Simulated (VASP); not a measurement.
Runs of VASP 6.6.1 on Ba3SbP. The structure is that of space group Pm-3m (No. 221), or close to it. The cells are those of the table. 

```tsv
cell	gap on the mesh (eV)	pressure (GPa)
a = 6.194 Å, 5 atoms	(a)	-1.0
a = 6.113 Å, 5 atoms	0.28	-0.1
a = 5.946 Å, 5 atoms	0.34	2.5
a = 6.031 Å, 5 atoms	0.34	1.1
a = 6.272 Å, 5 atoms	(b)	-1.8
a = 6.349 Å, 5 atoms	0.11	(c)
a = 5.858 Å, 5 atoms	0.22	4.2
```

Alike in all rows: task single point; level PBE; potentials or basis VASP PAW PBE potentials, release 64 (Ba_sv, Sb, P); no spin polarisation; k mesh 4 × 4 × 4; cutoff (eV) 520; smearing gaussian 0.01 eV.

Problem. Fill in the values left out.

Solution. (a) 0.23; (b) 0.17; (c) -2.4.

Caveats: spin-orbit coupling is left out, which moves the levels of the heavy elements; the cell stands under pressure (at least some runs).

A k mesh can miss the band edges, and the runs leave out spin-orbit coupling on Ba, Sb.
